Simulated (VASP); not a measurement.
# TlZnBr3 (Pm-3m) in VASP: a series of runs

Runs on TlZnBr3. Level: PBEsol. Tasks: single point, relaxation of cell and atoms.

Program: VASP 6.6.1. These are calculated values, not measurements. Logs are shortened: lines on timing, memory, paths and dates and some standing lists are left out, and cuts for length are marked.

### Step 1. The cell of the first run

The structure is cubic, space group Pm-3m (No. 221). The conventional cell has a = 5.134 Å, b = 5.134 Å, c = 5.134 Å, α = 90.00°, β = 90.00°, γ = 90.00°. Within 4.8 Å of Tl (site symmetry m-3m) lie 12 Br at 3.63 Å and 8 Zn at 4.45 Å. Within 3.4 Å of Zn (site symmetry m-3m) lie 6 Br at 2.57 Å. Br (site symmetry 4/mmm) has 2 Zn at 2.57 Å within 3.4 Å.

### Step 2. Single point, PBEsol

Contents of INCAR:

```
PREC     = Accurate       # precision mode
ENCUT    = 520            # plane-wave cutoff, eV
EDIFF    = 1E-7           # SCF threshold, eV
ISMEAR   = -1             # smearing method
SIGMA    = 0.03           # smearing width, eV
LREAL    = False          # projectors in reciprocal space
LASPH    = True           # aspherical terms in the spheres
NELM     = 80             # most SCF steps
ALGO     = Normal         # electronic algorithm
ISIF     = 2              # what is computed and relaxed
LWAVE    = False          # write WAVECAR
LCHARG   = True           # write CHGCAR
GGA      = PS             # functional
LELF     = True           # ELF
LVHAR    = True         
NBANDS   = 31             # bands
```

Contents of KPOINTS:

```
Automatic mesh
0
Gamma
  4 4 4
```

Contents of POSCAR:

```
TlZnBr3
1.0
    5.1339711693      0.0000000000      0.0000000000
    0.0000000000      5.1339711693      0.0000000000
    0.0000000000      0.0000000000      5.1339711693
Tl Zn Br
1 1 3
Direct
    0.0000000000      0.0000000000      0.0000000000
    0.5000000000      0.5000000000      0.5000000000
    0.5000000000      0.5000000000      0.0000000000
    0.5000000000      0.0000000000      0.5000000000
    0.0000000000      0.5000000000      0.5000000000
```

Potentials or basis: VASP PAW PBE potentials, release 64 (Tl_d, Zn, Br).

The run is started by

```
> cat potpaw_PBE.64/Tl_d/POTCAR potpaw_PBE.64/Zn/POTCAR potpaw_PBE.64/Br/POTCAR > POTCAR
> mpirun -np 1 vasp_std > vasp.out
```

OUTCAR:

```text
PREC = Accurate
   ENCUT = 520
   EDIFF = 1E-7
   ISMEAR = -1
   LREAL = False
   LASPH = True
   NELM = 80
   ISIF = 2
   GGA = PS

 ion  position               nearest neighbor table
   1  0.000  0.000  0.000-
   2  0.500  0.500  0.500-   3 2.57   4 2.57   5 2.57   3 2.57   4 2.57   5 2.57
   3  0.500  0.500  0.000-   2 2.57   2 2.57
   4  0.500  0.000  0.500-   2 2.57   2 2.57
   5  0.000  0.500  0.500-   2 2.57   2 2.57

  LATTYP: Found a simple cubic cell.
 ALAT       =     5.1339711693

  Lattice vectors:

 A1 = (   5.1339711693,   0.0000000000,   0.0000000000)
 A2 = (   0.0000000000,   5.1339711693,   0.0000000000)
 A3 = (   0.0000000000,   0.0000000000,   5.1339711693)

Analysis of symmetry for initial positions (statically):
=====================================================================
 Subroutine PRICEL returns:
 Original cell was already a primitive cell.

 Routine SETGRP: Setting up the symmetry group for a
 simple cubic supercell.

 Subroutine GETGRP returns: Found 48 space group operations
 (whereof 48 operations were pure point group operations)
 out of a pool of 48 trial point group operations.

The static configuration has the point symmetry O_h .

Analysis of symmetry for dynamics (positions and initial velocities):
=====================================================================
 Subroutine PRICEL returns:
 Original cell was already a primitive cell.

 Routine SETGRP: Setting up the symmetry group for a
 simple cubic supercell.

 Subroutine GETGRP returns: Found 48 space group operations
 (whereof 48 operations were pure point group operations)
 out of a pool of 48 trial point group operations.

The dynamic configuration has the point symmetry O_h .

 Subroutine INISYM returns: Found 48 space group operations
 (whereof 48 operations are pure point group operations),
 and found     1 'primitive' translations

----------------------------------------------------------------------------------------

                                     Primitive cell

  volume of cell :     135.3195

  direct lattice vectors                    reciprocal lattice vectors
     5.133971169  0.000000000  0.000000000     0.194780993  0.000000000  0.000000000
     0.000000000  5.133971169  0.000000000     0.000000000  0.194780993  0.000000000
     0.000000000  0.000000000  5.133971169     0.000000000  0.000000000  0.194780993

[... 73 lines left out ...]
   NELM   =     80;   NELMIN=  2; NELMDL= -5     # of ELM steps
   EDIFF  = 0.1E-06   stopping-criterion for ELM
   LREAL  =      F    real-space projection
   EDIFFG = 0.1E-05   stopping-criterion for IOM
   NSW    =      0    number of steps for IOM
   IBRION =     -1    ionic relax: 0-MD 1-quasi-New 2-CG
   NFREE  =      0    steps in history (QN), initial steepest desc. (CG)
   ISIF   =      2    stress and relaxation
   ISYM   =      2    0-nonsym 1-usesym 2-fastsym
   POTIM  = 0.5000    time-step for ionic-motion
   TEBEG  =    0.0;   TEEND  =   0.0 temperature during run
   PSTRESS=    0.0 pullay stress
   NELECT =      46.0000    total number of electrons
   NUPDOWN=      -1.0000    fix difference up-down
   EMIN   =  10.00;   EMAX   =-10.00  energy-range for DOS
   EFERMI =   0.00;   METHOD = LEGACY
   ISMEAR =    -1;   SIGMA  =   0.03  broadening in eV -4-tet -1-fermi 0-gaus
   EFERMI_NEDOS =   21; number of points for ismear=-14 and -15
   IALGO  =     38    algorithm
   IMIX   =      4    mixing-type and parameters
     AMIX     =   0.40;   BMIX     =  1.00
     AMIX_MAG =   1.60;   BMIX_MAG =  1.00
  volume/ion in A,a.u.               =      27.06       182.64
  Fermi-wavevector in a.u.,A,eV,Ry     =   1.142547  2.159100 17.761226  1.305413
  Thomas-Fermi vector in A             =   2.279244
   LORBIT       =      0    0 simple, 1 ext, 2 COOP (PROOUT), +10 PAW based schemes
   GGA     = PS    functional components
   LHFCALC =     F    Hartree Fock is set to
   AEXX    =    0.0000 exact exchange contribution
   IVDW    =     0    specifies the selected vdW correction
   LEPSILON=     F    determine dielectric tensor
   LRPA    =     F    only Hartree local field effects (RPA)
 non-spin polarized calculation
  energy-cutoff  :      520.00
  volume of cell :      135.32
 maximum number of plane-waves:      3743
 NGX is ok and might be reduce to    40
   NGX = 19   NGY = 19   NGZ = 19

 number of electron      45.9999980 magnetization

 Free energy of the ion-electron system (eV)
  ---------------------------------------------------
  ext. energy  EPLUGINS =         0.00000000
  ---------------------------------------------------
  free energy    TOTEN  =       -13.43255765 eV

  energy without entropy =      -13.43219956  energy(sigma->0) =      -13.43237861

 E-fermi :   1.5458     XC(G=0):  -9.3163

 val. band max:        1.3728867779   @ k =   0.5000   0.5000   0.0000
 cond. band min:       1.6462300388   @ k =   0.0000   0.0000   0.0000
 fundamental gap:      0.2733432609
 Fermi energy:         1.5458347048

 k-point     1 :       0.0000    0.0000    0.0000
  band No.  band energies     occupation
      1     -12.9958      2.00000
      2     -11.9681      2.00000
      3     -11.9681      2.00000
      4      -8.2206      2.00000
      5      -8.2206      2.00000
      6      -8.2206      2.00000
[... 329 lines left out ...]
     30       8.9967      0.00000
     31      11.0876      0.00000

------------------------ aborting loop because EDIFF is reached ----------------------------------------

  FORCE on cell =-STRESS in cart. coord.  units (eV):
  Direction    XX          YY          ZZ          XY          YZ          ZX
  --------------------------------------------------------------------------------------
  -------------------------------------------------------------------------------------
  Total        0.0726923      0.0726923      0.0726923     -0.0000000      0.0000000     -0.0000000
  in kB        0.8606737      0.8606737      0.8606737     -0.0000000      0.0000000     -0.0000000
  external PRESSURE =       0.8606737 kB  Pullay stress =       0.0000000 kB

 VOLUME and BASIS-vectors are now :
 -----------------------------------------------------------------------------
  energy-cutoff  :      520.00
  volume of cell :      135.32
      direct lattice vectors                 reciprocal lattice vectors
     5.133971169  0.000000000  0.000000000     0.194780993  0.000000000  0.000000000
     0.000000000  5.133971169  0.000000000     0.000000000  0.194780993  0.000000000
     0.000000000  0.000000000  5.133971169     0.000000000  0.000000000  0.194780993

 POSITION                                       TOTAL-FORCE (eV/Angst)
 -----------------------------------------------------------------------------------
      0.00000      0.00000      0.00000         0.000000      0.000000      0.000000
      2.56699      2.56699      2.56699         0.000000      0.000000      0.000000
      2.56699      2.56699      0.00000         0.000000      0.000000      0.000000
      2.56699      0.00000      2.56699         0.000000      0.000000      0.000000
      0.00000      2.56699      2.56699         0.000000      0.000000      0.000000
 -----------------------------------------------------------------------------------
    total drift:                               -0.000000      0.000000     -0.000000

  FREE ENERGIE OF THE ION-ELECTRON SYSTEM (eV)
  ---------------------------------------------------
  free  energy   TOTEN  =       -13.4325576505 eV

  energy  without entropy=      -13.4321995647  energy(sigma->0) =      -13.43237861
```

stdout:

```text
POSCAR found type information on POSCAR TlZnBr
 POSCAR found :  3 types and       5 ions
 scaLAPACK will be used
 -----------------------------------------------------------------------------
|                                                                             |
|                                                                             |
|     You enforced a specific xc type in the INCAR file but a different       |
|     I HOPE YOU KNOW WHAT YOU ARE DOING!                                     |
|                                                                             |
 -----------------------------------------------------------------------------

 LDA part: xc-table for (Slater+PW92), standard interpolation
 POSCAR, INCAR and KPOINTS ok, starting setup
 FFT: planning ... GRIDC
 FFT: planning ... GRID_SOFT
 FFT: planning ... GRID
 WAVECAR not read
 entering main loop
```

Wall time 78 s (1 thread of Intel Xeon 6975P-C, shared host); peak memory 0.26 GiB.

What came out:

| Item | Value |
| --- | --- |
| Free energy | -13.4326 eV |
| Pressure | 0.1 GPa |
| Band gap on the k mesh | 0.27 eV, indirect (least direct gap 1.04 eV) |

Levels at points of the mesh, in eV from the valence-band top:
```
           k point  band 20  band 21  band 22  band 23  band 24  band 25  band 26  band 27
(0.00, 0.00, 0.00)    -0.97    -0.77    -0.77    -0.77     0.27     5.93     5.93     5.93
(0.50, 0.00, 0.00)    -1.19    -0.72    -0.72    -0.64     3.00     3.86     4.95     4.95
(0.50, 0.50, 0.00)    -1.29    -1.12    -0.23     0.00     3.93     4.74     4.74     5.57
(0.50, 0.50, 0.50)    -0.21    -0.01    -0.01    -0.01     5.22     5.22     5.22     5.88
```

Caveat: the PAW data sets were made with another functional, which shifts forces and pressure a little; spin-orbit coupling is left out, which moves the levels of the heavy elements.

### Step 3. Relaxation of cell and atoms, PBEsol

This run uses another cell than the first one, of 21.83 Å³/atom, 0.806 times its volume.

Contents of INCAR:

```
PREC     = Accurate       # precision mode
ENCUT    = 600            # plane-wave cutoff, eV
EDIFF    = 1E-6           # SCF threshold, eV
ISMEAR   = -1             # smearing method
SIGMA    = 0.03           # smearing width, eV
LREAL    = F              # projectors in reciprocal space
LASPH    = T              # aspherical terms in the spheres
NELM     = 100            # most SCF steps
ALGO     = Normal         # electronic algorithm
ISIF     = 3              # what is computed and relaxed
LWAVE    = F              # write WAVECAR
LCHARG   = F              # write CHGCAR
GGA      = PS             # functional
IBRION   = 2              # ionic algorithm
NSW      = 100            # ionic steps
EDIFFG   = -0.01          # ionic threshold
```

Contents of KPOINTS:

```
regular mesh
0
Gamma
  4 4 4
```

POSCAR, as its differences from that of step 2:

```diff
@@ -2,5 +2,5 @@
 1.0
-    5.1339711693      0.0000000000      0.0000000000
-    0.0000000000      5.1339711693      0.0000000000
-    0.0000000000      0.0000000000      5.1339711693
+    4.7786991800      0.0000000000      0.0000000000
+    0.0000000000      4.7786991800      0.0000000000
+    0.0000000000      0.0000000000      4.7786991800
 Tl Zn Br
```

Potentials or basis: VASP PAW PBE potentials, release 64 (Tl_d, Zn, Br).

The run is started by

```
> cat potpaw_PBE.64/Tl_d/POTCAR potpaw_PBE.64/Zn/POTCAR potpaw_PBE.64/Br/POTCAR > POTCAR
> mpirun -np 1 vasp_std > vasp.out
```

It took 3.4 min on 1 thread of Intel Xeon 6975P-C, shared host; peak memory 0.27 GiB.

The run converged. Its results:

- Free energy: -13.4287 eV
- Relaxed volume: 27.16 Å³/atom
- Relaxed cell: a = 5.140 Å, b = 5.140 Å, c = 5.140 Å, α = 90.00°, β = 90.00°, γ = 90.00°
- Space group after relaxing (to 0.05 Å): Pm-3m (No. 221)
- Energy gained by relaxing: 181.9 meV/atom
- Ionic steps: 4
- Pressure after relaxing: 0.0 GPa
- Band gap on the k mesh: 0.27 eV, indirect (least direct gap 1.03 eV)

Step by step:
```csv
step,energy change (eV),largest force (eV/Å),pressure (GPa),volume (Å³)
1,0.0000,0.0000,13.57,109.13
2,-0.8868,0.0000,-1.29,141.00
3,-0.9093,0.0000,0.12,135.22
4,-0.9094,0.0000,-0.03,135.78
```

Final structure:
```
CELL_PARAMETERS angstrom
5.13977 0.00000 0.00000
0.00000 5.13977 0.00000
0.00000 0.00000 5.13977
ATOMIC_POSITIONS crystal
Tl 0.00000 0.00000 0.00000
Zn 0.50000 0.50000 0.50000
Br 0.50000 0.50000 0.00000
Br 0.50000 0.00000 0.50000
Br 0.00000 0.50000 0.50000
```

Levels at points of the mesh, in eV from the valence-band top:
| k point | band 20 | band 21 | band 22 | band 23 | band 24 | band 25 | band 26 | band 27 |
| --- | --- | --- | --- | --- | --- | --- | --- | --- |
| (0.00, 0.00, 0.00) | -0.96 | -0.76 | -0.76 | -0.76 | 0.27 | 5.92 | 5.92 | 5.92 |
| (0.50, 0.00, 0.00) | -1.19 | -0.72 | -0.72 | -0.64 | 3.00 | 3.85 | 4.95 | 4.95 |
| (0.50, 0.50, 0.00) | -1.28 | -1.12 | -0.24 | 0.00 | 3.94 | 4.74 | 4.74 | 5.55 |
| (0.50, 0.50, 0.50) | -0.22 | -0.01 | -0.01 | -0.01 | 5.21 | 5.21 | 5.21 | 5.87 |

Caveat: the volume moved by over 15 % at a fixed basis, so the end points are rough; the PAW data sets were made with another functional, which shifts forces and pressure a little; spin-orbit coupling is left out, which moves the levels of the heavy elements.
